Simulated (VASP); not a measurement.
# Sc (Pm-3m) in VASP: further runs

The runs below take Sc through relaxation of cell and atoms, with PBE.

All numbers are computed with VASP 6.6.1; they aren't measurements. Logs are shortened: lines on timing, memory, paths and dates and some standing lists are left out, and cuts for length are marked.

## 1. The cell of the first run

Symmetry: Pm-3m, No. 221, cubic system. The conventional cell has a = 3.020 Å, b = 3.020 Å, c = 3.020 Å, α = 90.00°, β = 90.00°, γ = 90.00°. Within 4.0 Å of Sc (site symmetry m-3m) lie 6 Sc at 3.02 Å.

This isn't the form of Sc at room conditions, which is hcp.

## 2. Relaxation of cell and atoms, PBE, target pressure 20 GPa, at which the enthalpy is minimised

INCAR reads:

```
SYSTEM = Sc
PREC = Accurate ; ENCUT = 600
EDIFF = 1E-7 ; ISMEAR = 0
SIGMA = 0.05 ; LREAL = .FALSE.
LASPH = .TRUE. ; NELM = 80
ALGO = Normal ; ISIF = 3
LWAVE = .FALSE. ; LCHARG = .FALSE.
GGA = PE ; IBRION = 2
NSW = 80 ; EDIFFG = -0.01
PSTRESS = 200.0
```

KPOINTS reads:

```
Automatic mesh
0
G
  14 14 14
  0 0 0
```

POSCAR reads:

```
Sc
1.0
    3.0200000000      0.0000000000      0.0000000000
    0.0000000000      3.0200000000      0.0000000000
    0.0000000000      0.0000000000      3.0200000000
Sc
1
Direct
    0.0000000000      0.0000000000      0.0000000000
```

Potentials or basis: VASP PAW PBE potentials, release 64 (Sc_sv).

Started as:

```console
$ cat potpaw_PBE.64/Sc_sv/POTCAR > POTCAR
$ mpirun -np 1 vasp_std > vasp.out
```

OUTCAR:

```text
SYSTEM = Sc
   PREC = Accurate
   ENCUT = 600
   EDIFF = 1E-7
   ISMEAR = 0
   LREAL = .FALSE.
   LASPH = .TRUE.
   NELM = 80
   ISIF = 3
   GGA = PE
   IBRION = 2
   NSW = 80
   EDIFFG = -0.01
   PSTRESS = 200.0

 ion  position               nearest neighbor table
   1  0.000  0.000  0.000-

  LATTYP: Found a simple cubic cell.
 ALAT       =     3.0200000000

  Lattice vectors:

 A1 = (   3.0200000000,   0.0000000000,   0.0000000000)
 A2 = (   0.0000000000,   3.0200000000,   0.0000000000)
 A3 = (   0.0000000000,   0.0000000000,   3.0200000000)

Analysis of symmetry for initial positions (statically):
=====================================================================
 Subroutine PRICEL returns:
 Original cell was already a primitive cell.

 Routine SETGRP: Setting up the symmetry group for a
 simple cubic supercell.

 Subroutine GETGRP returns: Found 48 space group operations
 (whereof 48 operations were pure point group operations)
 out of a pool of 48 trial point group operations.

The static configuration has the point symmetry O_h .

Analysis of symmetry for dynamics (positions and initial velocities):
=====================================================================
 Subroutine PRICEL returns:
 Original cell was already a primitive cell.

 Routine SETGRP: Setting up the symmetry group for a
 simple cubic supercell.

 Subroutine GETGRP returns: Found 48 space group operations
 (whereof 48 operations were pure point group operations)
 out of a pool of 48 trial point group operations.

The dynamic configuration has the point symmetry O_h .

 Subroutine INISYM returns: Found 48 space group operations
 (whereof 48 operations are pure point group operations),
 and found     1 'primitive' translations

----------------------------------------------------------------------------------------

                                     Primitive cell

  volume of cell :      27.5436

  direct lattice vectors                    reciprocal lattice vectors
     3.020000000  0.000000000  0.000000000     0.331125828  0.000000000  0.000000000
     0.000000000  3.020000000  0.000000000     0.000000000  0.331125828  0.000000000
     0.000000000  0.000000000  3.020000000     0.000000000  0.000000000  0.331125828

  length of vectors
     3.020000000  3.020000000  3.020000000     0.331125828  0.331125828  0.331125828

  position of ions in fractional coordinates (direct lattice)
     0.000000000  0.000000000  0.000000000

  ion indices of the primitive-cell ions
   primitive index   ion index
                 1           1

----------------------------------------------------------------------------------------

 KPOINTS: Automatic mesh

Automatic generation of k-mesh.
 Grid dimensions read from file:
 generate k-points for:   14   14   14

 Generating k-lattice:

  Cartesian coordinates                     Fractional coordinates (reciprocal lattice)
     0.023651845  0.000000000  0.000000000     0.071428571  0.000000000  0.000000000
     0.000000000  0.023651845  0.000000000     0.000000000  0.071428571  0.000000000
     0.000000000  0.000000000  0.023651845     0.000000000  0.000000000  0.071428571

  Length of vectors
     0.023651845  0.023651845  0.023651845

  Shift w.r.t. Gamma in fractional coordinates (k-lattice)
     0.000000000  0.000000000  0.000000000

 Subroutine IBZKPT returns following result:
 ===========================================

 Found    120 irreducible k-points:

 Following reciprocal coordinates:
            Coordinates               Weight
  0.000000  0.000000  0.000000      1.000000
  0.071429  0.000000  0.000000      6.000000
  0.142857  0.000000  0.000000      6.000000
  0.214286  0.000000  0.000000      6.000000
  0.285714  0.000000  0.000000      6.000000
  0.357143  0.000000  0.000000      6.000000
[... 16 lines left out ...]
  0.285714  0.214286  0.000000     24.000000
  0.357143  0.214286  0.000000     24.000000
 [... further k-points ...]
   k-points           NKPTS =    120   k-points in BZ     NKDIM =    120   number of bands    NBANDS=      9
   number of dos      NEDOS =    301   number of ions     NIONS =      1
   total plane-waves  NPLWV =  13824
   dimension x,y,z NGX =    24 NGY =   24 NGZ =   24
   dimension x,y,z NGXF=    48 NGYF=   48 NGZF=   48
   ions per type =               1
   NGX,Y,Z   is equivalent  to a cutoff of  13.21, 13.21, 13.21 a.u.
   NGXF,Y,Z  is equivalent  to a cutoff of  26.42, 26.42, 26.42 a.u.
 SYSTEM =  Sc
   PREC   = accura    normal or accurate (medium, high low for compatibility)
   ISTART =      0    job   : 0-new  1-cont  2-samecut
   ICHARG =      2    charge: 1-file 2-atom 10-const
   ISPIN  =      1    spin polarized calculation?
   LNONCOLLINEAR =      F non collinear calculations
   LSORBIT =      F    spin-orbit coupling
   LASPH  =      T    aspherical Exc in radial PAW
   ENCUT  =  600.0 eV  44.10 Ry    6.64 a.u.   6.03  6.03  6.03*2*pi/ulx,y,z
   NELM   =     80;   NELMIN=  2; NELMDL= -5     # of ELM steps
   EDIFF  = 0.1E-06   stopping-criterion for ELM
   LREAL  =      F    real-space projection
   EDIFFG = -.1E-01   stopping-criterion for IOM
   NSW    =     80    number of steps for IOM
   IBRION =      2    ionic relax: 0-MD 1-quasi-New 2-CG
   NFREE  =      1    steps in history (QN), initial steepest desc. (CG)
   ISIF   =      3    stress and relaxation
   ISYM   =      2    0-nonsym 1-usesym 2-fastsym
   POTIM  = 0.5000    time-step for ionic-motion
   TEBEG  =    0.0;   TEEND  =   0.0 temperature during run
   PSTRESS=  200.0 pullay stress
   NELECT =      11.0000    total number of electrons
   NUPDOWN=      -1.0000    fix difference up-down
   EMIN   =  10.00;   EMAX   =-10.00  energy-range for DOS
   EFERMI =   0.00;   METHOD = LEGACY
   ISMEAR =     0;   SIGMA  =   0.05  broadening in eV -4-tet -1-fermi 0-gaus
   EFERMI_NEDOS =   21; number of points for ismear=-14 and -15
   IALGO  =     38    algorithm
   IMIX   =      4    mixing-type and parameters
     AMIX     =   0.40;   BMIX     =  1.00
     AMIX_MAG =   1.60;   BMIX_MAG =  1.00
  volume/ion in A,a.u.               =      27.54       185.87
  Fermi-wavevector in a.u.,A,eV,Ry     =   1.205588  2.278230 19.775273  1.453442
  Thomas-Fermi vector in A             =   2.341280
   LORBIT       =      0    0 simple, 1 ext, 2 COOP (PROOUT), +10 PAW based schemes
   GGA     = PE    functional components
   LHFCALC =     F    Hartree Fock is set to
   AEXX    =    0.0000 exact exchange contribution
   IVDW    =     0    specifies the selected vdW correction
   LEPSILON=     F    determine dielectric tensor
   LRPA    =     F    only Hartree local field effects (RPA)
 conjugate gradient relaxation of ions
 non-spin polarized calculation
 Gauss-broadening in eV      SIGMA  =   0.05
  energy-cutoff  :      600.00
  volume of cell :       27.54
 maximum number of plane-waves:       939
   NGX = 13   NGY = 13   NGZ = 13

--------------------------------------- Ionic step        1  -------------------------------------------

 number of electron      11.0000006 magnetization

 Free energy of the ion-electron system (eV)
  ---------------------------------------------------
  ext. energy  EPLUGINS =         0.00000000
  ---------------------------------------------------
  free energy    TOTEN  =        -5.47466010 eV

  energy without entropy =       -5.46896378  energy(sigma->0) =       -5.47181194

 E-fermi :   3.1697     XC(G=0):  -9.3786

 val. band max:        3.1686785002   @ k =   0.3571   0.0000   0.0000
 cond. band min:       3.1711706810   @ k =   0.5000   0.2143   0.2143
 fundamental gap:      0.0024921808
 Fermi energy:         3.1697432608

 k-point     1 :       0.0000    0.0000    0.0000
  band No.  band energies     occupation
      1     -46.6284      2.00000
      2     -25.0380      2.00000
      3     -25.0380      2.00000
      4     -25.0380      2.00000
      5      -1.7394      2.00000
      6       2.7230      2.00000
      7       2.7230      2.00000
      8       6.6971      0.00000
      9       6.6971      0.00000
[... 265 lines left out ...]
 k-point    24 :       0.3571    0.2143    0.0000
  band No.  band energies     occupation
      1     -46.5682      2.00000
      2     -25.3720      2.00000
      3     -25.1725      2.00000
      4     -24.9931      2.00000
      5       1.0333      2.00000
      6       3.0852      1.98325
      7       3.8992      0.00000
      8       5.2742      0.00000
      9       5.6127      0.00000

 [... further k-points ...]
[... 5 lines left out ...]
  --------------------------------------------------------------------------------------
  -------------------------------------------------------------------------------------
  Total       -0.3131178     -0.3131178     -0.3131178      0.0000000      0.0000000     -0.0000000
  in kB      -18.2136706    -18.2136706    -18.2136706      0.0000000      0.0000000     -0.0000000
  external PRESSURE =    -218.2136706 kB  Pullay stress =     200.0000000 kB
[... 170 lines left out ...]
  enthalpy is  TOTEN    =        -2.7832041949 eV   P V=        2.3237670887

--------------------------------------- Ionic step        6  -------------------------------------------

 number of electron      10.9999997 magnetization

 Free energy of the ion-electron system (eV)
  ---------------------------------------------------
  ext. energy  EPLUGINS =         0.00000000
  ---------------------------------------------------
  free energy    TOTEN  =        -5.10414682 eV

  energy without entropy =       -5.10044146  energy(sigma->0) =       -5.10229414

 E-fermi :   5.6877     XC(G=0): -10.9980

 val. band max:        5.6838009629   @ k =   0.5000   0.4286   0.2857
 cond. band min:       5.7026138949   @ k =   0.3571   0.2143   0.0714
 fundamental gap:      0.0188129319
 Fermi energy:         5.6876502624

 k-point     1 :       0.0000    0.0000    0.0000
  band No.  band energies     occupation
      1     -43.5217      2.00000
      2     -21.4484      2.00000
      3     -21.4484      2.00000
      4     -21.4484      2.00000
      5       0.1875      2.00000
      6       4.7150      2.00000
      7       4.7150      2.00000
      8      11.0114      0.00000
      9      11.0114      0.00000
[... 265 lines left out ...]
 k-point    24 :       0.3571    0.2143    0.0000
  band No.  band energies     occupation
      1     -43.2636      2.00000
      2     -22.5037      2.00000
      3     -21.8706      2.00000
      4     -21.2979      2.00000
      5       3.5141      2.00000
      6       5.5391      1.99997
      7       6.9349      0.00000
      8       8.9723      0.00000
      9       9.1559      0.00000

 [... further k-points ...]
[... 5 lines left out ...]
  --------------------------------------------------------------------------------------
  -------------------------------------------------------------------------------------
  Total        2.3203357      2.3203357      2.3203357      0.0000000      0.0000000     -0.0000000
  in kB      199.9483489    199.9483489    199.9483489      0.0000000      0.0000000     -0.0000000
  external PRESSURE =      -0.0516511 kB  Pullay stress =     200.0000000 kB
[... 16 lines left out ...]
  FREE ENERGIE OF THE ION-ELECTRON SYSTEM (eV)
  ---------------------------------------------------
  free  energy   TOTEN  =        -5.1041468198 eV

  energy  without entropy=       -5.1004414555  energy(sigma->0) =       -5.10229414

  enthalpy is  TOTEN    =        -2.7832117225 eV   P V=        2.3209350973

 reached required accuracy - stopping structural energy minimisation
```

Wall time 96 s (1 thread of Intel Xeon 8259CL, shared host); peak memory 0.18 GiB.

Results:

```
Free energy                                                : -5.1041 eV
Relaxed volume                                             : 18.59 Å³/atom
Relaxed cell                                               : a = 2.649 Å, b = 2.649 Å, c = 2.649 Å, α = 90.00°, β = 90.00°, γ = 90.00°
Space group after relaxing (to 0.1 Å)                      : Pm-3m (No. 221)
Energy change on relaxing (the run minimises the enthalpy) : +370.5 meV/atom
Ionic steps                                                : 6
Pressure after relaxing                                    : 20.0 GPa
Band gap on the k mesh                                     : zero (an odd number of electrons rules out a gap without spin polarisation)
```

Step by step:
```tsv
step	energy change (eV)	largest force (eV/Å)	pressure (GPa)	volume (Å³)
1	0.0000	0.0000	-1.82	27.54
2	1.0303	0.0000	43.89	15.13
3	0.3591	0.0000	19.57	18.69
4	0.3783	0.0000	20.29	18.53
5	0.3677	0.0000	19.89	18.62
6	0.3705	0.0000	19.99	18.59
```

Final structure:
```
Sc
1.0
     2.64920    0.00000    0.00000
     0.00000    2.64920    0.00000
     0.00000    0.00000    2.64920
Sc
1
Cartesian
  0.0000 0.0000 0.0000
```

Caveat: the cell is relaxed towards a set pressure, so the run minimises the enthalpy, not the energy; the volume moved by over 15 % at a fixed basis, so the end points are rough.

## 3. Relaxation of cell and atoms, PBE, target pressure 40 GPa, at which the enthalpy is minimised

INCAR reads:

```
SYSTEM = Sc
ALGO = Normal
EDIFF = 1E-6
EDIFFG = -0.01
ENCUT = 600
GGA = PE
IBRION = 2
ISIF = 3
ISMEAR = 0
LASPH = .TRUE.
LCHARG = .FALSE.
LREAL = .FALSE.
LWAVE = .FALSE.
NELM = 100
NSW = 80
PREC = Accurate
PSTRESS = 400.0
SIGMA = 0.05
```

KPOINTS reads:

```
k-points
0
G
  14 14 14
  0 0 0
```

POSCAR is that of step 2.

Potentials or basis: VASP PAW PBE potentials, release 64 (Sc_sv).

Started as:

```console
$ cat potpaw_PBE.64/Sc_sv/POTCAR > POTCAR
$ mpirun -np 1 vasp_std > vasp.out
```

Wall time 1.8 min (1 thread of Intel Xeon 8259CL, shared host); peak memory 0.18 GiB.

Results (log left out):

- Free energy: -4.5528 eV
- Relaxed volume: 15.55 Å³/atom
- Relaxed cell: a = 2.496 Å, b = 2.496 Å, c = 2.496 Å, α = 90.00°, β = 90.00°, γ = 90.00°
- Space group after relaxing (to 0.1 Å): Pm-3m (No. 221)
- Energy change on relaxing (the run minimises the enthalpy): +921.9 meV/atom
- Ionic steps: 8
- Pressure after relaxing: 39.9 GPa
- Band gap on the k mesh: zero (an odd number of electrons rules out a gap without spin polarisation)

The path:
```
step  energy change (eV)  largest force (eV/Å)  pressure (GPa)  volume (Å³)
   1              0.0000                0.0000           -1.86        27.54
   2              7.7985                0.0000          371.20         7.66
   3              0.5587                0.0000           27.17        17.30
   4              0.7425                0.0000           33.86        16.33
   5              0.9123                0.0000           39.61        15.59
   6              0.9615                0.0000           41.30        15.39
   7              0.8984                0.0000           39.09        15.64
   8              0.9219                0.0000           39.91        15.55
```

Final structure:
```cif
data_structure
_symmetry_space_group_name_H-M 'P 1'
_symmetry_Int_Tables_number 1
_cell_length_a 2.4958
_cell_length_b 2.4958
_cell_length_c 2.4958
_cell_angle_alpha 90.000
_cell_angle_beta 90.000
_cell_angle_gamma 90.000
_cell_volume 15.55
loop_
_atom_site_label
_atom_site_type_symbol
_atom_site_fract_x
_atom_site_fract_y
_atom_site_fract_z
_atom_site_occupancy
Sc1 Sc 0.00000 0.00000 0.00000 1
```

Levels at points of the mesh, in eV from the Fermi level:
```csv
k point,band 1,band 2,band 3,band 4,band 5,band 6,band 7,band 8,band 9
"(0.00, 0.00, 0.00)",-49.16,-26.60,-26.60,-26.60,-5.49,-1.34,-1.34,6.31,6.31
"(0.50, 0.00, 0.00)",-48.76,-28.79,-26.39,-26.39,-1.15,-0.25,0.59,3.27,3.27
"(0.50, 0.50, 0.00)",-48.39,-28.39,-28.39,-26.19,-3.79,0.75,4.00,4.00,7.15
"(0.50, 0.50, 0.50)",-48.04,-28.05,-28.05,-28.05,-1.60,-1.60,-1.60,8.25,8.27
```

Caveat: the cell is relaxed towards a set pressure, so the run minimises the enthalpy, not the energy; the volume moved by over 15 % at a fixed basis, so the end points are rough.

(Continued in part 2 of 2.)
